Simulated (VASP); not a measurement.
Se:

```
CELL_PARAMETERS angstrom
3.43179 0.00000 0.00000
-1.71590 2.97202 0.00000
0.00000 0.00000 11.06820
ATOMIC_POSITIONS crystal
Se 0.00000 0.00000 0.00000
Se 0.00000 0.00000 0.50000
Se 0.33333 0.66667 0.75000
Se 0.66667 0.33333 0.25000
```

```yaml
Program: VASP 6.6.1
Task: relaxation of cell and atoms
Functional: r2SCAN
Potentials_or_basis: VASP PAW PBE potentials, release 64 (Se)
Cutoff: 600 eV
k_mesh: 6 × 6 × 2
Occupations: gaussian, width 0.1 eV
Spin: no spin polarisation
```

At the start: pressure -10.6 GPa; volume 28.22 Å³/atom.

Task: Where does the relaxation end?

Result: Over 22 steps the energy falls by 909.2 meV/atom and the volume is 22.22 Å³/atom (-21.3 %); space group P6_3/mmc (No. 194, to 0.05 Å).

The path:
```csv
step,energy change (eV),largest force (eV/Å),pressure (GPa),volume (Å³)
1,0.0000,0.0000,-10.64,112.89
2,-1.4778,0.0000,-2.41,84.90
3,-1.5183,0.0000,0.43,81.30
4,-1.5184,0.0000,0.93,80.73
5,-1.7525,0.0000,1.58,80.25
6,-2.0864,0.0000,2.91,79.54
7,-2.8511,0.0000,7.26,77.53
8,-2.1645,0.0000,28.75,71.06
9,-3.0163,0.0000,15.94,74.75
10,-3.0519,0.0000,14.40,75.15
11,-3.0722,0.0000,14.46,75.35
12,-3.1280,0.0000,14.50,75.94
13,-3.1834,0.0000,14.34,77.01
14,-3.1826,0.0000,14.22,77.46
15,-3.2646,0.0000,12.58,78.44
16,-3.4567,0.0000,8.14,81.45
17,-3.6286,0.0000,1.19,87.69
18,-3.6334,0.0000,0.15,88.88
19,-3.6334,0.0000,-0.05,89.12
20,-3.6339,0.0000,-0.05,89.10
21,-3.6351,0.0000,-0.06,89.03
22,-3.6367,0.0000,-0.06,88.89
```

Final structure:
```yaml
crystal:
  lattice:
    - [3.73843, 0.00000, 0.00000]
    - [-1.86921, 3.23757, 0.00000]
    - [0.00000, 0.00000, 7.34441]
  atoms:
    - { symbol: Se, position: [0.00000, 0.00000, 0.00000] }
    - { symbol: Se, position: [0.00000, 0.00000, 0.50000] }
    - { symbol: Se, position: [0.33333, 0.66667, 0.75000] }
    - { symbol: Se, position: [0.66667, 0.33333, 0.25000] }
```

Caveat: the volume moved by over 15 % at a fixed basis, so the end points are rough; the PAW data sets were made with another functional, which shifts forces and pressure a little.
